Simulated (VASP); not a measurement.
A run of VASP 6.6.1 is set up as follows.

File INCAR:

```
  PREC = Accurate
  ENCUT = 520
  EDIFF = 1E-6
  ISMEAR = 0
  SIGMA = 0.05
  LREAL = False
  LASPH = True
  NELM = 100
  ALGO = Normal
  ISIF = 2
  LWAVE = False
  LCHARG = False
  GGA = PE
  NBANDS = 11
```

KPOINTS

```
Automatic mesh
0
Gamma
  10 10 10
```

The input POSCAR:

```
AlN
1.0
    0.0000000000      1.9780005664      1.9780005664
    1.9780005664      0.0000000000      1.9780005664
    1.9780005664      1.9780005664      0.0000000000
Al N
1 1
Direct
    0.0000000000      0.0000000000      0.0000000000
    0.5000000000      0.5000000000      0.5000000000
```

Potentials or basis: VASP PAW PBE potentials, release 64 (Al, N).

The run is started by

```bash
$ cat potpaw_PBE.64/Al/POTCAR potpaw_PBE.64/N/POTCAR > POTCAR
$ mpirun -np 1 vasp_std > vasp.out
```

What does it give for the pressure?

25.2 GPa.

What does it give for the band gap on the k mesh?

5.19 eV, indirect (least direct gap 6.66 eV).

A k mesh can miss the band edges. PBE gaps usually lie below the measured ones, often by a third to a half.
